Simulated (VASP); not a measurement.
# Mg2I (R-3m) in VASP: a series of runs

Mg2I is run at these levels: PBE; tasks: single point, relaxation of cell and atoms.

Program: VASP 6.6.1. These are calculated values, not measurements. Logs are shortened: lines on timing, memory, paths and dates and some standing lists are left out, and cuts for length are marked.

### Step 1. The cell of the first run

The structure is trigonal, space group R-3m (No. 166). The conventional cell has a = 3.982 Å, b = 3.982 Å, c = 18.039 Å, α = 90.00°, β = 90.00°, γ = 120.00°. Within 3.6 Å of Mg (site symmetry 3m) lie 3 I at 2.75 Å. Within 3.6 Å of I (site symmetry -3m) lie 6 Mg at 2.75 Å.

### Step 2. Single point, PBE

The input, INCAR:

```
PREC = Accurate
ENCUT = 520
EDIFF = 1E-6
ISMEAR = 0
SIGMA = 0.1
LREAL = False
LASPH = True
NELM = 100
ALGO = Normal
ISIF = 2
LWAVE = False
LCHARG = True
GGA = PE
LELF = True
LVHAR = True
NBANDS = 12
```

The input, KPOINTS:

```
Automatic mesh
0
Gamma
  6 6 6
```

The input, POSCAR:

```
Mg2I
1.0
    1.9908729778      1.1494310497      6.0129456840
   -1.9908729778      1.1494310497      6.0129456840
    0.0000000000     -2.2988620994      6.0129456840
Mg I
2 1
Direct
    0.7500000000      0.7500000000      0.7500000000
    0.2500000000      0.2500000000      0.2500000000
    0.0000000000      0.0000000000      0.0000000000
```

Potentials or basis: VASP PAW PBE potentials, release 64 (Mg, I).

Started as:

```
cat potpaw_PBE.64/Mg/POTCAR potpaw_PBE.64/I/POTCAR > POTCAR
mpirun -np 1 vasp_std > vasp.out
```

OUTCAR:

```text
PREC = Accurate
   ENCUT = 520
   EDIFF = 1E-6
   ISMEAR = 0
   LREAL = False
   LASPH = True
   NELM = 100
   ISIF = 2
   GGA = PE

 ion  position               nearest neighbor table
   1  0.750  0.750  0.750-   3 2.75   3 2.75   3 2.75
   2  0.250  0.250  0.250-   3 2.75   3 2.75   3 2.75
   3  0.000  0.000  0.000-   1 2.75   1 2.75   2 2.75   2 2.75   1 2.75   2 2.75

  LATTYP: Found a trigonal (rhomboedric) cell.
 ALAT       =     6.4374127373
 COS(alpha) =     0.8087090651

  Lattice vectors:

 A1 = (   1.9908729778,   1.1494310497,   6.0129456840)
 A2 = (  -1.9908729778,   1.1494310497,   6.0129456840)
 A3 = (   0.0000000000,  -2.2988620994,   6.0129456840)

Analysis of symmetry for initial positions (statically):
=====================================================================
 Subroutine PRICEL returns:
 Original cell was already a primitive cell.

 Routine SETGRP: Setting up the symmetry group for a
 trigonal (rhombohedral) supercell.

 Subroutine GETGRP returns: Found 12 space group operations
 (whereof 12 operations were pure point group operations)
 out of a pool of 12 trial point group operations.

The static configuration has the point symmetry D_3d.

Analysis of symmetry for dynamics (positions and initial velocities):
=====================================================================
 Subroutine PRICEL returns:
 Original cell was already a primitive cell.

 Routine SETGRP: Setting up the symmetry group for a
 trigonal (rhombohedral) supercell.

 Subroutine GETGRP returns: Found 12 space group operations
 (whereof 12 operations were pure point group operations)
 out of a pool of 12 trial point group operations.

The dynamic configuration has the point symmetry D_3d.

 Subroutine INISYM returns: Found 12 space group operations
 (whereof 12 operations are pure point group operations),
 and found     1 'primitive' translations

----------------------------------------------------------------------------------------

                                     Primitive cell

  volume of cell :      82.5591

  direct lattice vectors                    reciprocal lattice vectors
     1.990872978  1.149431050  6.012945684     0.251146108  0.144999273  0.055435946
    -1.990872978  1.149431050  6.012945684    -0.251146108  0.144999273  0.055435946
     0.000000000 -2.298862099  6.012945684     0.000000000 -0.289998546  0.055435946

  length of vectors
     6.437412737  6.437412737  6.437412737     0.295249557  0.295249557  0.295249557

  position of ions in fractional coordinates (direct lattice)
     0.750000000  0.750000000  0.750000000
     0.250000000  0.250000000  0.250000000
     0.000000000  0.000000000  0.000000000

  ion indices of the primitive-cell ions
   primitive index   ion index
                 1           1
                 2           2
                 3           3

----------------------------------------------------------------------------------------

 KPOINTS: Automatic mesh

Automatic generation of k-mesh.
 Grid dimensions read from file:
 generate k-points for:    6    6    6

 Generating k-lattice:

  Cartesian coordinates                     Fractional coordinates (reciprocal lattice)
     0.041857685  0.024166546  0.009239324     0.166666667 -0.000000000 -0.000000000
    -0.041857685  0.024166546  0.009239324    -0.000000000  0.166666667 -0.000000000
     0.000000000 -0.048333091  0.009239324    -0.000000000 -0.000000000  0.166666667

  Length of vectors
     0.049208260  0.049208260  0.049208259

  Shift w.r.t. Gamma in fractional coordinates (k-lattice)
     0.000000000  0.000000000  0.000000000

 Subroutine IBZKPT returns following result:
 ===========================================

 Found     32 irreducible k-points:

 Following reciprocal coordinates:
            Coordinates               Weight
  0.000000  0.000000  0.000000      1.000000
  0.166667  0.000000 -0.000000      6.000000
  0.333333  0.000000  0.000000      6.000000
  0.500000  0.000000  0.000000      3.000000
  0.166667  0.166667 -0.000000      6.000000
  0.333333  0.166667 -0.000000     12.000000
[... 16 lines left out ...]
  0.500000  0.500000  0.166667      6.000000
 -0.333333  0.500000  0.166667     12.000000
 [... further k-points ...]
   k-points           NKPTS =     32   k-points in BZ     NKDIM =     32   number of bands    NBANDS=     12
   number of dos      NEDOS =    301   number of ions     NIONS =      3
   total plane-waves  NPLWV = 110592
   dimension x,y,z NGX =    48 NGY =   48 NGZ =   48
   dimension x,y,z NGXF=    96 NGYF=   96 NGZF=   96
   ions per type =               2   1
   NGX,Y,Z   is equivalent  to a cutoff of  12.40, 12.40, 12.40 a.u.
   NGXF,Y,Z  is equivalent  to a cutoff of  24.79, 24.79, 24.79 a.u.
 SYSTEM =  unknown system
   PREC   = accura    normal or accurate (medium, high low for compatibility)
   ISTART =      0    job   : 0-new  1-cont  2-samecut
   ICHARG =      2    charge: 1-file 2-atom 10-const
   ISPIN  =      1    spin polarized calculation?
   LNONCOLLINEAR =      F non collinear calculations
   LSORBIT =      F    spin-orbit coupling
   LASPH  =      T    aspherical Exc in radial PAW
   ENCUT  =  520.0 eV  38.22 Ry    6.18 a.u.  11.97 11.97 11.97*2*pi/ulx,y,z
   NELM   =    100;   NELMIN=  2; NELMDL= -5     # of ELM steps
   EDIFF  = 0.1E-05   stopping-criterion for ELM
   LREAL  =      F    real-space projection
   EDIFFG = 0.1E-04   stopping-criterion for IOM
   NSW    =      0    number of steps for IOM
   IBRION =     -1    ionic relax: 0-MD 1-quasi-New 2-CG
   NFREE  =      0    steps in history (QN), initial steepest desc. (CG)
   ISIF   =      2    stress and relaxation
   ISYM   =      2    0-nonsym 1-usesym 2-fastsym
   POTIM  = 0.5000    time-step for ionic-motion
   TEBEG  =    0.0;   TEEND  =   0.0 temperature during run
   PSTRESS=    0.0 pullay stress
   NELECT =      11.0000    total number of electrons
   NUPDOWN=      -1.0000    fix difference up-down
   EMIN   =  10.00;   EMAX   =-10.00  energy-range for DOS
   EFERMI =   0.00;   METHOD = LEGACY
   ISMEAR =     0;   SIGMA  =   0.10  broadening in eV -4-tet -1-fermi 0-gaus
   EFERMI_NEDOS =   21; number of points for ismear=-14 and -15
   IALGO  =     38    algorithm
   IMIX   =      4    mixing-type and parameters
     AMIX     =   0.40;   BMIX     =  1.00
     AMIX_MAG =   1.60;   BMIX_MAG =  1.00
  volume/ion in A,a.u.               =      27.52       185.71
  Fermi-wavevector in a.u.,A,eV,Ry     =   0.836150  1.580094  9.512464  0.699146
  Thomas-Fermi vector in A             =   1.949826
   LORBIT       =      0    0 simple, 1 ext, 2 COOP (PROOUT), +10 PAW based schemes
   GGA     = PE    functional components
   LHFCALC =     F    Hartree Fock is set to
   AEXX    =    0.0000 exact exchange contribution
   IVDW    =     0    specifies the selected vdW correction
   LEPSILON=     F    determine dielectric tensor
   LRPA    =     F    only Hartree local field effects (RPA)
 non-spin polarized calculation
 Gauss-broadening in eV      SIGMA  =   0.10
  energy-cutoff  :      520.00
  volume of cell :       82.56
 maximum number of plane-waves:      2278
   NGX = 23   NGY = 23   NGZ = 23

 number of electron      11.0000000 magnetization

 Free energy of the ion-electron system (eV)
  ---------------------------------------------------
  ext. energy  EPLUGINS =         0.00000000
  ---------------------------------------------------
  free energy    TOTEN  =        -3.16648220 eV

  energy without entropy =       -3.16069283  energy(sigma->0) =       -3.16358751

 E-fermi :   5.1873     XC(G=0):  -8.5388

 val. band max:        5.1849710719   @ k =  -0.3333   0.1667   0.1667
 cond. band min:       5.2382631589   @ k =  -0.3333  -0.3333   0.1667
 fundamental gap:      0.0532920870
 Fermi energy:         5.1872973811

 k-point     1 :       0.0000    0.0000    0.0000
  band No.  band energies     occupation
      1     -11.6665      2.00000
      2      -2.2088      2.00000
      3       0.1655      2.00000
      4       0.1655      2.00000
      5       1.4598      2.00000
      6       5.3544      0.01811
      7       7.5278      0.00000
      8       7.5278      0.00000
      9       8.4036      0.00000
     10      10.1487      0.00000
     11      10.2502      0.00000
     12      10.2502      0.00000

 k-point     2 :       0.1667    0.0000   -0.0000
  band No.  band energies     occupation
      1     -11.5057      2.00000
      2      -2.0052      2.00000
      3      -1.1296      2.00000
      4      -0.1043      2.00000
      5       1.9829      2.00000
      6       5.9617      0.00000
      7       6.7799      0.00000
      8       7.5429      0.00000
      9       8.2422      0.00000
     10       9.4093      0.00000
     11       9.7461      0.00000
     12      11.3235      0.00000

 k-point     3 :       0.3333    0.0000    0.0000
  band No.  band energies     occupation
      1     -11.1407      2.00000
      2      -2.8289      2.00000
      3      -1.5088      2.00000
      4      -0.5571      2.00000
      5       2.9635      2.00000
      6       4.9129      1.99990
      7       5.3676      0.01079
      8       7.8058      0.00000
      9       8.1400      0.00000
     10       9.4137      0.00000
     11      10.4001      0.00000
     12      10.8294      0.00000
[... 286 lines left out ...]
 k-point    23 :       0.5000    0.5000    0.1667
  band No.  band energies     occupation
      1     -11.1360      2.00000
      2      -2.8167      2.00000
      3      -1.7197      2.00000
      4      -0.5675      2.00000
      5       3.6025      2.00000
      6       4.8122      2.00000
      7       5.9062      0.00000
      8       7.3925      0.00000
      9       8.8761      0.00000
     10       8.9409      0.00000
     11      10.1253      0.00000
     12      10.5151      0.00000

 k-point    24 :      -0.3333    0.5000    0.1667
  band No.  band energies     occupation
      1     -10.9309      2.00000
      2      -3.1768      2.00000
      3      -1.5235      2.00000
      4      -1.3251      2.00000
      5       3.6460      2.00000
      6       5.6536      0.00000
      7       5.9589      0.00000
      8       7.2430      0.00000
      9       7.6806      0.00000
     10       8.4273      0.00000
     11       8.9903      0.00000
     12      10.2559      0.00000

 [... further k-points ...]
[... 5 lines left out ...]
  --------------------------------------------------------------------------------------
  -------------------------------------------------------------------------------------
  Total        4.7537319      4.7537319      4.6884576      0.0000000     -0.0000000      0.0000000
  in kB       92.2529491     92.2529491     90.9862089      0.0000000     -0.0000000      0.0000000
  external PRESSURE =      91.8307024 kB  Pullay stress =       0.0000000 kB

 VOLUME and BASIS-vectors are now :
 -----------------------------------------------------------------------------
  energy-cutoff  :      520.00
  volume of cell :       82.56
      direct lattice vectors                 reciprocal lattice vectors
     1.990872978  1.149431050  6.012945684     0.251146108  0.144999273  0.055435946
    -1.990872978  1.149431050  6.012945684    -0.251146108  0.144999273  0.055435946
     0.000000000 -2.298862099  6.012945684     0.000000000 -0.289998546  0.055435946

 POSITION                                       TOTAL-FORCE (eV/Angst)
 -----------------------------------------------------------------------------------
      0.00000      0.00000     13.52913         0.000000     -0.000000      2.865250
      0.00000      0.00000      4.50971         0.000000     -0.000000     -2.865250
      0.00000      0.00000      0.00000         0.000000      0.000000     -0.000000
 -----------------------------------------------------------------------------------
    total drift:                               -0.000000     -0.000000      0.000000

  FREE ENERGIE OF THE ION-ELECTRON SYSTEM (eV)
  ---------------------------------------------------
  free  energy   TOTEN  =        -3.1664821958 eV

  energy  without entropy=       -3.1606928331  energy(sigma->0) =       -3.16358751
```

Run time: 25 s. Hardware: 1 thread of Intel Xeon 6975P-C (Granite Rapids), shared host; peak memory 0.33 GiB.

Results:

* Free energy: -3.1665 eV
* Pressure: 9.2 GPa
* Largest force: 2.865 eV/Å
* Band gap on the k mesh: zero (an odd number of electrons rules out a gap without spin polarisation)

Forces on the atoms (eV/Å):
```
Mg   0.000  0.000  2.865
Mg   0.000  0.000 -2.865
I    0.000  0.000  0.000
```

Stress tensor (GPa, compression positive):
```
9.23 0.00 0.00
0.00 9.23 0.00
0.00 0.00 9.10
```

Caveat: the cell stands under pressure; spin-orbit coupling is left out, which moves the levels of the heavy elements; an odd number of electrons without spin polarisation forces a metal; a magnetic or distorted state may lie lower.

### Step 3. Single point, PBE

This run uses another cell than the first one, of 29.36 Å³/atom.

The input, INCAR:

```
ALGO = Normal
EDIFF = 1E-7
ENCUT = 520
GGA = PE
ISIF = 2
ISMEAR = 0
LASPH = True
LCHARG = False
LREAL = False
LWAVE = False
NBANDS = 12
NELM = 80
PREC = Accurate
SIGMA = 0.1
```

The input, KPOINTS:

```
k-points
0
Gamma
  6 6 6
```

The input, POSCAR:

```
Mg2I
1.0
    1.9826778219      1.1446995742      6.4673045698
   -1.9826778219      1.1446995742      6.4673045698
    0.0000000000     -2.2893991484      6.4673045698
Mg I
2 1
Direct
    0.7809144446      0.7809144446      0.7809144446
    0.2190855554      0.2190855554      0.2190855554
    0.0000000000      0.0000000000      0.0000000000
```

Potentials or basis: VASP PAW PBE potentials, release 64 (Mg, I).

Started as:

```
cat potpaw_PBE.64/Mg/POTCAR potpaw_PBE.64/I/POTCAR > POTCAR
mpirun -np 1 vasp_std > vasp.out
```

It took 48 s on 1 thread of Intel Xeon 6975P-C (Granite Rapids), shared host; peak memory 0.38 GiB.

It converged, with:

* Free energy: -5.1490 eV
* Pressure: 0.1 GPa
* Largest force: 0.023 eV/Å
* Band gap on the k mesh: zero (an odd number of electrons rules out a gap without spin polarisation)

Forces on the atoms (eV/Å):
```
Mg   0.000  0.000  0.023
Mg   0.000  0.000 -0.023
I    0.000  0.000  0.000
```

Stress tensor (GPa, compression positive):
```
 0.22  0.00  0.00
 0.00  0.22  0.00
 0.00  0.00 -0.07
```

Levels at points of the mesh, in eV from the Fermi level:
```csv
k point,band 3,band 4,band 5,band 6,band 7,band 8
"(0.00, 0.00, 0.00)",-4.62,-2.41,-2.41,2.35,3.04,4.91
"(0.50, 0.00, 0.00)",-4.59,-3.27,-2.11,-0.63,0.71,2.36
"(0.50, 0.50, 0.00)",-4.79,-3.28,-1.85,-0.61,0.84,2.84
"(0.50, 0.50, 0.50)",-2.42,-2.42,-2.36,-0.48,3.34,5.21
```

Caveat: spin-orbit coupling is left out, which moves the levels of the heavy elements; an odd number of electrons without spin polarisation forces a metal; a magnetic or distorted state may lie lower.

[end of part 1 of 2]

The gap in the log of VASP goes by the Fermi energy; the results here count the filled bands.